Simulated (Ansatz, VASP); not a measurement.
**Si: VASP beside Ansatz**

File INCAR:

```
  PREC = Accurate
  ENCUT = 520
  EDIFF = 1E-6
  ISMEAR = 0
  SIGMA = 0.1
  LREAL = False
  LASPH = True
  NELM = 60
  ALGO = Normal
  ISIF = 2
  LWAVE = False
  LCHARG = False
  GGA = PE
  NBANDS = 16
```

KPOINTS

```
Automatic mesh
0
Gamma
  6 6 4
```

The input POSCAR:

```
Si
1.0
    2.8742337336     -1.8996486220      0.0000000000
    2.8742337336      1.8996486220      0.0000000000
    0.0000000000      0.0000000000      7.7491401556
Si
4
Direct
    0.8500000000      0.1500000000      0.1170000000
    0.6500000000      0.3500000000      0.6170000000
    0.1500000000      0.8500000000      0.8830000000
    0.3500000000      0.6500000000      0.3830000000
```

Input for Ansatz:

```yaml
crystal:
  lattice:
    - [2.8742337336, -1.899648622, 0.0]
    - [2.8742337336, 1.899648622, 0.0]
    - [0.0, 0.0, 7.7491401556]
  atoms:
    - { symbol: Si, position: [0.85, 0.15, 0.117] }
    - { symbol: Si, position: [0.65, 0.35, 0.617] }
    - { symbol: Si, position: [0.15, 0.85, 0.883] }
    - { symbol: Si, position: [0.35, 0.65, 0.383] }
basis:
  ecutwfc: 420
kpoints:
  mp_grid: { grid: [6, 6, 4] }
hamiltonian:
  xc: pbe
scf:
  occupations: { method: gaussian, width: 0.1 }
  lower_state_search: "off"
output:
  forces: true
  stress: true
  eigenvalues: true
```

Alike in both runs: task single point; functional PBE; k mesh 6 × 6 × 4; occupations gaussian, width 0.1 eV; no spin polarisation.

```csv
,VASP,Ansatz
version,VASP 6.6.1,Ansatz 0.2.0
potentials or method,"VASP PAW PBE potentials, release 64 (Si), cutoff 520 eV","scalar-relativistic, plane waves, PAW"
valence electrons in the cell,16,16
```

|  | VASP | Ansatz | Ansatz less VASP |
| --- | --- | --- | --- |
| gap on the k mesh at the Fermi level (eV) | none | none | - |
| pressure (GPa) | -4.8 | -4.8 | +0.06 |
| traceless stress, the component that is largest in VASP (GPa) | 6.36 | 6.42 | +0.061 |
| rms of the force components (eV/Å) | 1.983 | 1.993 | +0.0097 |

Atom by atom the forces differ by 0.010 eV/Å (rms over components). A gap of «none» marks a metal or a gap that the smearing closes. With one functional, cell and mesh, what is left measures potentials, basis and numerics.
